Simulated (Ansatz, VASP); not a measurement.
**GaP: VASP beside Ansatz**

File INCAR:

```
SYSTEM = GaP
PREC = Accurate
ENCUT = 520
EDIFF = 1E-7
ISMEAR = -1
SIGMA = 0.02
LREAL = .FALSE.
LASPH = .TRUE.
NELM = 100
ALGO = Normal
ISIF = 2
LWAVE = .FALSE.
LCHARG = .TRUE.
GGA = PE
LELF = .TRUE.
LVHAR = .TRUE.
NBANDS = 16
```

Contents of KPOINTS:

```
regular mesh
0
G
  8 8 8
  0 0 0
```

POSCAR

```
GaP
1.0
    0.0000000000      2.7526532803      2.7526532803
    2.7526532803      0.0000000000      2.7526532803
    2.7526532803      2.7526532803      0.0000000000
Ga P
1 1
Direct
    0.0000000000      0.0000000000      0.0000000000
    0.2500000000      0.2500000000      0.2500000000
```

Input for Ansatz:

```yaml
crystal:
  lattice:
    - [0.0, 2.7526532803, 2.7526532803]
    - [2.7526532803, 0.0, 2.7526532803]
    - [2.7526532803, 2.7526532803, 0.0]
  atoms:
    - { symbol: Ga, position: [0.0, 0.0, 0.0] }
    - { symbol: P, position: [0.25, 0.25, 0.25] }
kpoints:
  mp_grid: { grid: [8, 8, 8] }
  band_path:
    path:
      - [0.0, 0.0, 0.0]
      - [-0.5, -0.5, 0.0]
      - [-0.375, -0.375, 0.25]
      - [-0.375, 0.0, 0.375]
      - [0.0, 0.0, 0.5]
      - [-0.5, -0.25, 0.25]
    npoints: 1
hamiltonian:
  xc: pbe
scf:
  occupations: { method: fermi_dirac, width: 0.02 }
  n_extra_bands: 4
output:
  forces: true
  stress: true
  eigenvalues: true
  write_density: true
  write_potential: true
  elf: true
  volumetric_format: npy
```

Change from the starting cell: hydrostatic strain +1.0%.

Alike in both runs: task single point; functional PBE; k mesh 8 × 8 × 8; occupations fermi-dirac, width 0.02 eV; no spin polarisation.

```csv
,VASP,Ansatz
version,VASP 6.6.1,Ansatz 0.2.0
potentials or method,"VASP PAW PBE potentials, release 64 (Ga_d, P)","plane waves, PAW"
plane-wave cutoff (eV),520,420
valence electrons in the cell,18,18
```

|  | VASP | Ansatz | Ansatz less VASP |
| --- | --- | --- | --- |
| gap on the k mesh at the Fermi level (eV) | 1.58 | 1.58 | +0.003 |
| pressure (GPa) | 0.0 | 0.0 | +0.01 |
